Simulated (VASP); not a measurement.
# C in VASP: single point with PBE+D3(BJ)

Aim: the single point of C with PBE+D3(BJ).

Everything below comes from runs of VASP 6.6.1. Logs are shortened: lines on timing, memory, paths and dates and some standing lists are left out, and cuts for length are marked.

**1. The cell of the first run**

The cell holds a slab with vacuum, 4 atoms: a = 2.466 Å, b = 2.466 Å, c = 32.600 Å, α = 90.00°, β = 90.00°, γ = 60.00°.

**2. Single point, PBE+D3(BJ)**

INCAR

```
SYSTEM = C
PREC = Accurate
ENCUT = 520
EDIFF = 1E-6
ISMEAR = 0
SIGMA = 0.1
LREAL = .False.
LASPH = .True.
NELM = 80
ALGO = Normal
ISIF = 2
LWAVE = .False.
LCHARG = .True.
LDIPOL = .True.
IDIPOL = 3
DIPOL = 0.5 0.5 0.500
GGA = PE
IVDW = 12
LELF = .True.
LVHAR = .True.
LVACPOTAV = .True.
NBANDS = 16
```

KPOINTS

```
Automatic mesh
0
Gamma
  21 21 1
  0 0 0
```

POSCAR

```
C
1.0
    2.4656963732     -0.0000077612      0.0000000000
    1.2328554421      2.1353515083      0.0000000000
    0.0000000000      0.0000000000     32.6000552997
C
4
Direct
    0.1656234911      0.1656234911      0.4462934669
    0.4989864265      0.4988960999      0.4462907496
    0.3343765089      0.8343765089      0.5537065331
    0.0010135735      0.5011039001      0.5537092504
```

Potentials or basis: VASP PAW PBE potentials, release 64 (C).

Launch:

```sh
$ cat potpaw_PBE.64/C/POTCAR > POTCAR
$ mpirun -np 1 vasp_std > vasp.out
```

OUTCAR:

```text
SYSTEM = C
   PREC = Accurate
   ENCUT = 520
   EDIFF = 1E-6
   ISMEAR = 0
   LREAL = .False.
   LASPH = .True.
   NELM = 80
   ISIF = 2
   GGA = PE
   IVDW = 12
 IVDW          = 12

 ion  position               nearest neighbor table
   1  0.166  0.166  0.446-   2 1.42   2 1.42   2 1.42
   2  0.499  0.499  0.446-   1 1.42   1 1.42   1 1.42
   3  0.334  0.834  0.554-   4 1.42   4 1.42   4 1.42
   4  0.001  0.501  0.554-   3 1.42   3 1.42   3 1.42

  LATTYP: Found a hexagonal cell.
 ALAT       =     2.4656963733
 C/A-ratio  =    13.2214394494

  Lattice vectors:

 A1 = (  -1.2328554421,  -2.1353515083,   0.0000000000)
 A2 = (   2.4656963732,  -0.0000077612,   0.0000000000)
 A3 = (   0.0000000000,   0.0000000000,  32.6000552997)

Analysis of symmetry for initial positions (statically):
=====================================================================
 Subroutine PRICEL returns:
 Original cell was already a primitive cell.

 Routine SETGRP: Setting up the symmetry group for a
 hexagonal supercell.

 Subroutine GETGRP returns: Found  2 space group operations
 (whereof  1 operations were pure point group operations)
 out of a pool of 24 trial point group operations.

The static configuration has the point symmetry C_1 .
 The point group associated with its full space group is S_2 .

Analysis of symmetry for dynamics (positions and initial velocities):
=====================================================================
 Subroutine PRICEL returns:
 Original cell was already a primitive cell.

 Routine SETGRP: Setting up the symmetry group for a
 hexagonal supercell.

 Subroutine GETGRP returns: Found  2 space group operations
 (whereof  1 operations were pure point group operations)
 out of a pool of 24 trial point group operations.

The dynamic configuration has the point symmetry C_1 .
 The point group associated with its full space group is S_2 .

 Subroutine INISYM returns: Found  2 space group operations
 (whereof  1 operations are pure point group operations),
 and found     1 'primitive' translations

----------------------------------------------------------------------------------------

                                     Primitive cell

  volume of cell :     171.6438

  direct lattice vectors                    reciprocal lattice vectors
     2.465696373 -0.000007761  0.000000000     0.405564202 -0.234154439  0.000000000
     1.232855442  2.135351508  0.000000000     0.000001474  0.468306121  0.000000000
     0.000000000  0.000000000 32.600055300     0.000000000  0.000000000  0.030674795

  length of vectors
     2.465696373  2.465696373 32.600055300     0.468306121  0.468306121  0.030674795

  position of ions in fractional coordinates (direct lattice)
     0.165623491  0.165623491  0.446293467
     0.498986426  0.498896100  0.446290750
     0.334376509  0.834376509  0.553706533
     0.001013574  0.501103900  0.553709250

  ion indices of the primitive-cell ions
   primitive index   ion index
                 1           1
                 2           2
                 3           3
                 4           4

----------------------------------------------------------------------------------------

 KPOINTS: Automatic mesh

Automatic generation of k-mesh.
 Grid dimensions read from file:
 generate k-points for:   21   21    1

 Generating k-lattice:

  Cartesian coordinates                     Fractional coordinates (reciprocal lattice)
     0.019312581 -0.011150211  0.000000000     0.047619048 -0.000000000  0.000000000
     0.000000070  0.022300291  0.000000000     0.000000000  0.047619048  0.000000000
     0.000000000  0.000000000  0.030674795     0.000000000  0.000000000  1.000000000

  Length of vectors
     0.022300291  0.022300291  0.030674795

  Shift w.r.t. Gamma in fractional coordinates (k-lattice)
     0.000000000  0.000000000  0.000000000

 Subroutine IBZKPT returns following result:
 ===========================================

 Found    221 irreducible k-points:

 Following reciprocal coordinates:
            Coordinates               Weight
  0.000000  0.000000  0.000000      1.000000
  0.047619 -0.000000  0.000000      2.000000
  0.047619  0.047619  0.000000      2.000000
 -0.000000  0.047619  0.000000      2.000000
  0.095238 -0.000000  0.000000      2.000000
  0.095238  0.095238  0.000000      2.000000
[... 16 lines left out ...]
  0.380952 -0.000000  0.000000      2.000000
  0.380952  0.380952  0.000000      2.000000
 [... further k-points ...]
   k-points           NKPTS =    221   k-points in BZ     NKDIM =    221   number of bands    NBANDS=     16
   number of dos      NEDOS =    301   number of ions     NIONS =      4
   total plane-waves  NPLWV =  81000
   dimension x,y,z NGX =    18 NGY =   18 NGZ =  250
   dimension x,y,z NGXF=    36 NGYF=   36 NGZF=  500
   ions per type =               4
   NGX,Y,Z   is equivalent  to a cutoff of  12.14, 12.14, 12.75 a.u.
   NGXF,Y,Z  is equivalent  to a cutoff of  24.27, 24.27, 25.50 a.u.
 SYSTEM =  C
   PREC   = accura    normal or accurate (medium, high low for compatibility)
   ISTART =      0    job   : 0-new  1-cont  2-samecut
   ICHARG =      2    charge: 1-file 2-atom 10-const
   ISPIN  =      1    spin polarized calculation?
   LNONCOLLINEAR =      F non collinear calculations
   LSORBIT =      F    spin-orbit coupling
   LASPH  =      T    aspherical Exc in radial PAW
   ENCUT  =  520.0 eV  38.22 Ry    6.18 a.u.   4.58  4.58 60.61*2*pi/ulx,y,z
   NELM   =     80;   NELMIN=  2; NELMDL= -5     # of ELM steps
   EDIFF  = 0.1E-05   stopping-criterion for ELM
   LREAL  =      F    real-space projection
   EDIFFG = 0.1E-04   stopping-criterion for IOM
   NSW    =      0    number of steps for IOM
   IBRION =     -1    ionic relax: 0-MD 1-quasi-New 2-CG
   NFREE  =      0    steps in history (QN), initial steepest desc. (CG)
   ISIF   =      2    stress and relaxation
   ISYM   =      2    0-nonsym 1-usesym 2-fastsym
   POTIM  = 0.5000    time-step for ionic-motion
   TEBEG  =    0.0;   TEEND  =   0.0 temperature during run
   PSTRESS=    0.0 pullay stress
   NELECT =      16.0000    total number of electrons
   NUPDOWN=      -1.0000    fix difference up-down
   EMIN   =  10.00;   EMAX   =-10.00  energy-range for DOS
   EFERMI =   0.00;   METHOD = LEGACY
   ISMEAR =     0;   SIGMA  =   0.10  broadening in eV -4-tet -1-fermi 0-gaus
   EFERMI_NEDOS =   21; number of points for ismear=-14 and -15
   IALGO  =     38    algorithm
   IMIX   =      4    mixing-type and parameters
     AMIX     =   0.40;   BMIX     =  1.00
     AMIX_MAG =   1.60;   BMIX_MAG =  1.00
  volume/ion in A,a.u.               =      42.91       289.58
  Fermi-wavevector in a.u.,A,eV,Ry     =   0.742287  1.402720  7.496683  0.550991
  Thomas-Fermi vector in A             =   1.837130
   LORBIT       =      0    0 simple, 1 ext, 2 COOP (PROOUT), +10 PAW based schemes
   GGA     = PE    functional components
   LHFCALC =     F    Hartree Fock is set to
   AEXX    =    0.0000 exact exchange contribution
   IVDW    =    12    specifies the selected vdW correction
   LEPSILON=     F    determine dielectric tensor
   LRPA    =     F    only Hartree local field effects (RPA)
 non-spin polarized calculation
 Gauss-broadening in eV      SIGMA  =   0.10
  energy-cutoff  :      520.00
  volume of cell :      171.64
 maximum number of plane-waves:      4686
   NGX =  9   NGY =  9   NGZ =121

 dipolmoment           0.000000      0.000000      0.000000 electrons x Angstroem

 number of electron      15.9999994 magnetization

 dipolmoment           0.000000      0.000000     -0.000000 electrons x Angstroem

 Free energy of the ion-electron system (eV)
  ---------------------------------------------------
  ext. energy  EPLUGINS =         0.00000000
  ---------------------------------------------------
  free energy    TOTEN  =       -36.88239372 eV

  energy without entropy =      -36.88236616  energy(sigma->0) =      -36.88237994

 E-fermi :  -2.4233     XC(G=0):  -2.4366

 val. band max:       -2.5950291787   @ k =  -0.3333   0.3333   0.0000
 cond. band min:      -2.2518722785   @ k =  -0.3333   0.3333   0.0000
 fundamental gap:      0.3431569002
 Fermi energy:        -2.4233121379

 k-point     1 :       0.0000    0.0000    0.0000
  band No.  band energies     occupation
      1     -21.9929      2.00000
      2     -21.8854      2.00000
      3     -10.4211      2.00000
      4      -9.6375      2.00000
      5      -5.4613      2.00000
      6      -5.4556      2.00000
[... 8 lines left out ...]
     15       3.2122      0.00000
     16       4.1936      0.00000

 k-point     2 :       0.0476   -0.0000    0.0000
  band No.  band energies     occupation
      1     -21.9391      2.00000
      2     -21.8320      2.00000
      3     -10.3564      2.00000
      4      -9.5743      2.00000
      5      -5.6810      2.00000
      6      -5.6741      2.00000
[... 8 lines left out ...]
     15       3.2843      0.00000
     16       4.2637      0.00000

 k-point     3 :       0.0476    0.0476    0.0000
  band No.  band energies     occupation
      1     -21.9391      2.00000
      2     -21.8320      2.00000
      3     -10.3564      2.00000
      4      -9.5743      2.00000
      5      -5.6811      2.00000
      6      -5.6742      2.00000
[... 8 lines left out ...]
     15       3.2843      0.00000
     16       4.2637      0.00000
[... 362 lines left out ...]
 k-point    23 :       0.3810   -0.0000    0.0000
  band No.  band energies     occupation
      1     -18.6282      2.00000
      2     -18.5425      2.00000
      3     -13.3002      2.00000
      4     -13.2471      2.00000
      5      -8.5054      2.00000
      6      -8.5051      2.00000
[... 8 lines left out ...]
     15       6.6194      0.00000
     16       6.8684      0.00000

 k-point    24 :       0.3810    0.3810    0.0000
  band No.  band energies     occupation
      1     -18.6282      2.00000
      2     -18.5425      2.00000
      3     -13.3003      2.00000
      4     -13.2471      2.00000
      5      -8.5052      2.00000
      6      -8.5052      2.00000
[... 8 lines left out ...]
     15       6.6194      0.00000
     16       6.8684      0.00000

 [... further k-points ...]

------------------------ aborting loop because EDIFF is reached ----------------------------------------

 Edisp (eV)   -0.46478

 E8    (eV) :    -0.1386

  FORCE on cell =-STRESS in cart. coord.  units (eV):
  Direction    XX          YY          ZZ          XY          YZ          ZX
  --------------------------------------------------------------------------------------
  -------------------------------------------------------------------------------------
  Total       0.09772     0.10876    -0.02644     0.00027     0.05855     0.00050
  in kB       0.91212     1.01525    -0.24684     0.00249     0.54657     0.00466
  external pressure =        0.56 kB  Pullay stress =        0.00 kB

 VOLUME and BASIS-vectors are now :
 -----------------------------------------------------------------------------
  energy-cutoff  :      520.00
  volume of cell :      171.64
      direct lattice vectors                 reciprocal lattice vectors
     2.465696373 -0.000007761  0.000000000     0.405564202 -0.234154439  0.000000000
     1.232855442  2.135351508  0.000000000     0.000001474  0.468306121  0.000000000
     0.000000000  0.000000000 32.600055300     0.000000000  0.000000000  0.030674795

 POSITION                                       TOTAL-FORCE (eV/Angst)
 -----------------------------------------------------------------------------------
      0.61257      0.35366     14.54919        -0.000220     -0.016111      0.000896
      1.84542      1.06531     14.54910        -0.000083     -0.000708      0.000707
      1.85314      1.78168     18.05086         0.000220      0.016111     -0.000896
      0.62029      1.07003     18.05095         0.000083      0.000708     -0.000707
 -----------------------------------------------------------------------------------
    total drift:                               -0.000000     -0.000000      0.000000

  FREE ENERGIE OF THE ION-ELECTRON SYSTEM (eV)
  ---------------------------------------------------
  free  energy   TOTEN  =       -37.3471694374 eV

  energy  without entropy=      -37.3471418745  energy(sigma->0) =      -37.34715566

 vacuum level on the upper side and lower side of the slab         1.846         1.846
```

Wall time 17 min (1 thread of Intel Xeon 8259CL, shared host); peak memory 0.6 GiB.

What came out:

* Free energy: -37.3472 eV
* Largest force: 0.016 eV/Å
* Dispersion energy per atom: -0.116 eV

Forces on the atoms (eV/Å):
```
C    0.000 -0.016  0.001
C    0.000 -0.001  0.001
C    0.000  0.016 -0.001
C    0.000  0.001 -0.001
```
